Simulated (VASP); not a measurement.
# KZnF3 (P4/mmm) in VASP: notebook

The runs below take KZnF3 through single point, with r2SCAN.

Program: VASP 6.6.1. These are calculated values, not measurements. Logs are shortened: lines on timing, memory, paths and dates and some standing lists are left out, and cuts for length are marked.

## 1. The cell of the first run

Symmetry: P4/mmm, No. 123, tetragonal system. Conventional cell: a = 4.546 Å, b = 4.546 Å, c = 3.214 Å, α = 90.00°, β = 90.00°, γ = 90.00°. K (site symmetry 4/mmm) has 12 F at 2.78 to 3.21 Å and 2 K at 3.21 Å and 8 Zn at 3.59 Å within 3.7 Å. Zn (site symmetry 4/mmm) has 2 F at 1.61 Å within 2.1 Å. Within 2.1 Å of F (site symmetry 4/mmm) lie 2 Zn at 1.61 Å. Within 3.0 Å of F (site symmetry mmm) lie 2 Zn at 2.27 Å and 4 K at 2.78 Å and 4 F at 2.78 Å.

## 2. Single point, r2SCAN

Contents of POSCAR:

```
KZnF3
1.0
    4.5462001499      0.0000000000      0.0000000000
    0.0000000000      4.5462001499      0.0000000000
    0.0000000000      0.0000000000      3.2141635060
K Zn F
1 1 3
Direct
    0.0000000000      0.0000000000      0.0000000000
    0.5000000000      0.5000000000      0.5000000000
    0.5000000000      0.5000000000      0.0000000000
    0.0000000000      0.5000000000      0.5000000000
    0.5000000000      0.0000000000      0.5000000000
```

Contents of INCAR.step1:

```
SYSTEM = KZnF3
ALGO     = Normal         ! electronic algorithm
EDIFF    = 1E-4           ! SCF threshold, eV
ENCUT    = 520            ! plane-wave cutoff, eV
GGA      = PE             ! functional
ISMEAR   = 0              ! smearing method
LASPH    = .TRUE.         ! aspherical terms in the spheres
LCHARG   = .FALSE.        ! write CHGCAR
LREAL    = .FALSE.        ! projectors in reciprocal space
LWAVE    = .TRUE.         ! write WAVECAR
NBANDS   = 29             ! bands
NELM     = 80             ! most SCF steps
PREC     = Accurate       ! precision mode
SIGMA    = 0.05           ! smearing width, eV
```

Contents of INCAR.step2:

```
SYSTEM = KZnF3
ALGO     = Normal         ! electronic algorithm
EDIFF    = 1E-6           ! SCF threshold, eV
ENCUT    = 520            ! plane-wave cutoff, eV
ISIF     = 2              ! what is computed and relaxed
ISMEAR   = 0              ! smearing method
ISTART   = 1            
LASPH    = .TRUE.         ! aspherical terms in the spheres
LCHARG   = .TRUE.         ! write CHGCAR
LELF     = .TRUE.         ! ELF
LMIXTAU  = .TRUE.       
LREAL    = .FALSE.        ! projectors in reciprocal space
LVHAR    = .TRUE.       
LWAVE    = .FALSE.        ! write WAVECAR
METAGGA  = R2SCAN         ! meta-GGA
NBANDS   = 29             ! bands
NELM     = 80             ! most SCF steps
PREC     = Accurate       ! precision mode
SIGMA    = 0.05           ! smearing width, eV
```

Contents of KPOINTS:

```
k-points
0
G
  6 6 6
  0 0 0
```

Potentials or basis: VASP PAW PBE potentials, release 64 (K_sv, Zn, F).

Launch:

```bash
$ cat potpaw_PBE.64/K_sv/POTCAR potpaw_PBE.64/Zn/POTCAR potpaw_PBE.64/F/POTCAR > POTCAR
$ cp INCAR.step1 INCAR
$ mpirun -np 1 vasp_std > vasp.out
$ cp INCAR.step2 INCAR
$ mpirun -np 1 vasp_std > vasp.out
```

OUTCAR:

```text
SYSTEM = KZnF3
   EDIFF = 1E-6
   ENCUT = 520
   ISIF = 2
   ISMEAR = 0
   ISTART = 1
   LASPH = .TRUE.
   LREAL = .FALSE.
   METAGGA = R2SCAN
   NELM = 80
   PREC = Accurate

 ion  position               nearest neighbor table
   1  0.000  0.000  0.000-   4 2.78   5 2.78   4 2.78   5 2.78   4 2.78   4 2.78   5 2.78   5 2.78

   2  0.500  0.500  0.500-   3 1.61   3 1.61   5 2.27   4 2.27   5 2.27   4 2.27
   3  0.500  0.500  0.000-   2 1.61   2 1.61
   4  0.000  0.500  0.500-   2 2.27   2 2.27   1 2.78   1 2.78   1 2.78   1 2.78
   5  0.500  0.000  0.500-   2 2.27   2 2.27   1 2.78   1 2.78   1 2.78   1 2.78

  LATTYP: Found a simple tetragonal cell.
 ALAT       =     4.5462001499
 C/A-ratio  =     0.7070000000

  Lattice vectors:

 A1 = (   4.5462001499,   0.0000000000,   0.0000000000)
 A2 = (   0.0000000000,   4.5462001499,   0.0000000000)
 A3 = (   0.0000000000,   0.0000000000,   3.2141635060)

Analysis of symmetry for initial positions (statically):
=====================================================================
 Subroutine PRICEL returns:
 Original cell was already a primitive cell.

 Routine SETGRP: Setting up the symmetry group for a
 simple tetragonal supercell.

 Subroutine GETGRP returns: Found 16 space group operations
 (whereof 16 operations were pure point group operations)
 out of a pool of 16 trial point group operations.

The static configuration has the point symmetry D_4h.

Analysis of symmetry for dynamics (positions and initial velocities):
=====================================================================
 Subroutine PRICEL returns:
 Original cell was already a primitive cell.

 Routine SETGRP: Setting up the symmetry group for a
 simple tetragonal supercell.

 Subroutine GETGRP returns: Found 16 space group operations
 (whereof 16 operations were pure point group operations)
 out of a pool of 16 trial point group operations.

The dynamic configuration has the point symmetry D_4h.

 Subroutine INISYM returns: Found 16 space group operations
 (whereof 16 operations are pure point group operations),
 and found     1 'primitive' translations

----------------------------------------------------------------------------------------

                                     Primitive cell

[... 89 lines left out ...]
   ICHARG =      0    charge: 1-file 2-atom 10-const
   ISPIN  =      1    spin polarized calculation?
   LNONCOLLINEAR =      F non collinear calculations
   LSORBIT =      F    spin-orbit coupling
   LASPH  =      T    aspherical Exc in radial PAW
   ENCUT  =  520.0 eV  38.22 Ry    6.18 a.u.   8.45  8.45  5.98*2*pi/ulx,y,z
   NELM   =     80;   NELMIN=  2; NELMDL=  0     # of ELM steps
   EDIFF  = 0.1E-05   stopping-criterion for ELM
   LREAL  =      F    real-space projection
   EDIFFG = 0.1E-04   stopping-criterion for IOM
   NSW    =      0    number of steps for IOM
   IBRION =     -1    ionic relax: 0-MD 1-quasi-New 2-CG
   NFREE  =      0    steps in history (QN), initial steepest desc. (CG)
   ISIF   =      2    stress and relaxation
   ISYM   =      2    0-nonsym 1-usesym 2-fastsym
   POTIM  = 0.5000    time-step for ionic-motion
   TEBEG  =    0.0;   TEEND  =   0.0 temperature during run
   PSTRESS=    0.0 pullay stress
   NELECT =      42.0000    total number of electrons
   NUPDOWN=      -1.0000    fix difference up-down
   EMIN   =  10.00;   EMAX   =-10.00  energy-range for DOS
   EFERMI =   0.00;   METHOD = LEGACY
   ISMEAR =     0;   SIGMA  =   0.05  broadening in eV -4-tet -1-fermi 0-gaus
   EFERMI_NEDOS =   21; number of points for ismear=-14 and -15
   IALGO  =     38    algorithm
   IMIX   =      4    mixing-type and parameters
     AMIX     =   0.40;   BMIX     =  1.00
     AMIX_MAG =   1.60;   BMIX_MAG =  1.00
  volume/ion in A,a.u.               =      13.29        89.66
  Fermi-wavevector in a.u.,A,eV,Ry     =   1.405086  2.655228 26.861528  1.974267
  Thomas-Fermi vector in A             =   2.527583
   LORBIT       =      0    0 simple, 1 ext, 2 COOP (PROOUT), +10 PAW based schemes
   METAGGA = R2SCAN    functional components
   LHFCALC =     F    Hartree Fock is set to
   AEXX    =    0.0000 exact exchange contribution
   IVDW    =     0    specifies the selected vdW correction
   LEPSILON=     F    determine dielectric tensor
   LRPA    =     F    only Hartree local field effects (RPA)
 non-spin polarized calculation
 Gauss-broadening in eV      SIGMA  =   0.05
  energy-cutoff  :      520.00
  volume of cell :       66.43
 maximum number of plane-waves:      1813
 NGX is ok and might be reduce to    36
   NGX = 17   NGY = 17   NGZ = 11

 number of electron      42.0000020 magnetization

 Free energy of the ion-electron system (eV)
  ---------------------------------------------------
  ext. energy  EPLUGINS =         0.00000000
  ---------------------------------------------------
  free energy    TOTEN  =       -35.82775274 eV

  energy without entropy =      -35.82775274  energy(sigma->0) =      -35.82775274

 E-fermi :  -0.2591     XC(G=0): -10.4422

 val. band max:       -0.4870998636   @ k =   0.5000   0.5000   0.5000
 cond. band min:       3.9175303157   @ k =   0.0000   0.0000   0.0000
 fundamental gap:      4.4046301793
 Fermi energy:        -0.2590677040

 k-point     1 :       0.0000    0.0000    0.0000
  band No.  band energies     occupation
      1     -29.5035      2.00000
      2     -27.1806      2.00000
      3     -22.6669      2.00000
      4     -22.5568      2.00000
      5     -12.2628      2.00000
      6     -12.2628      2.00000
[... 757 lines left out ...]
     28      11.3152      0.00000
     29      12.3209      0.00000

 [... further k-points ...]
[... 5 lines left out ...]
  --------------------------------------------------------------------------------------
  -------------------------------------------------------------------------------------
  Total       -2.1219345     -2.1219345     26.7065585      0.0000000      0.0000000      0.0000000
  in kB      -51.1773148    -51.1773148    644.1150384      0.0000000      0.0000000      0.0000000
  external PRESSURE =     180.5868029 kB  Pullay stress =       0.0000000 kB

 VOLUME and BASIS-vectors are now :
 -----------------------------------------------------------------------------
  energy-cutoff  :      520.00
  volume of cell :       66.43
      direct lattice vectors                 reciprocal lattice vectors
     4.546200150  0.000000000  0.000000000     0.219963919  0.000000000  0.000000000
     0.000000000  4.546200150  0.000000000     0.000000000  0.219963919  0.000000000
     0.000000000  0.000000000  3.214163506     0.000000000  0.000000000  0.311122940

 POSITION                                       TOTAL-FORCE (eV/Angst)
 -----------------------------------------------------------------------------------
      0.00000      0.00000      0.00000         0.000000      0.000000      0.000000
      2.27310      2.27310      1.60708         0.000000      0.000000      0.000000
      2.27310      2.27310      0.00000         0.000000      0.000000      0.000000
      0.00000      2.27310      1.60708         0.000000      0.000000      0.000000
      2.27310      0.00000      1.60708         0.000000      0.000000      0.000000
 -----------------------------------------------------------------------------------
    total drift:                                0.000000      0.000000      0.000000

  FREE ENERGIE OF THE ION-ELECTRON SYSTEM (eV)
  ---------------------------------------------------
  free  energy   TOTEN  =       -35.8277527422 eV

  energy  without entropy=      -35.8277527422  energy(sigma->0) =      -35.82775274
```

OSZICAR.step1:

```text
N       E                     dE             d eps       ncg     rms          rms(c)
DAV:   1     0.448076858104E+03    0.44808E+03   -0.22317E+04  2320   0.176E+03
DAV:   2     0.215822180223E+02   -0.42649E+03   -0.40390E+03  2530   0.453E+02
DAV:   3    -0.194265827243E+02   -0.41009E+02   -0.40689E+02  2639   0.147E+02
DAV:   4    -0.204761655737E+02   -0.10496E+01   -0.10466E+01  3579   0.220E+01
DAV:   5    -0.204910193899E+02   -0.14854E-01   -0.14848E-01  2719   0.223E+00    0.208E+01
DAV:   6    -0.177595923404E+02    0.27314E+01   -0.77525E+00  3335   0.400E+01    0.138E+01
DAV:   7    -0.177785162660E+02   -0.18924E-01   -0.17806E+00  2615   0.869E+00    0.737E+00
DAV:   8    -0.177438145009E+02    0.34702E-01   -0.24604E-01  3231   0.533E+00    0.122E+00
DAV:   9    -0.177349878495E+02    0.88267E-02   -0.35275E-02  3485   0.360E+00    0.274E-01
DAV:  10    -0.177360989941E+02   -0.11111E-02   -0.17261E-02  3141   0.136E+00    0.196E-01
DAV:  11    -0.177357994297E+02    0.29956E-03   -0.20567E-03  3028   0.458E-01    0.110E-01
DAV:  12    -0.177357648986E+02    0.34531E-04   -0.77807E-04  2914   0.240E-01
   1 F= -.17735765E+02 E0= -.17735765E+02  d E =-.804490E-16
```

It took 2.7 min on 1 thread of Intel Xeon Platinum 8488C (Sapphire Rapids), shared host; peak memory 0.22 GiB.

What came out:

| Property | Result |
| --- | --- |
| Free energy | -35.8278 eV |
| Pressure | 18.1 GPa |
| Band gap on the k mesh | 4.40 eV (least direct gap 6.24 eV) |

Caveat: the stress differs along the axes, from -5 to 64 GPa; the PAW data sets were made with another functional, which shifts forces and pressure a little. A k mesh can miss the band edges.

[end of part 1 of 2]
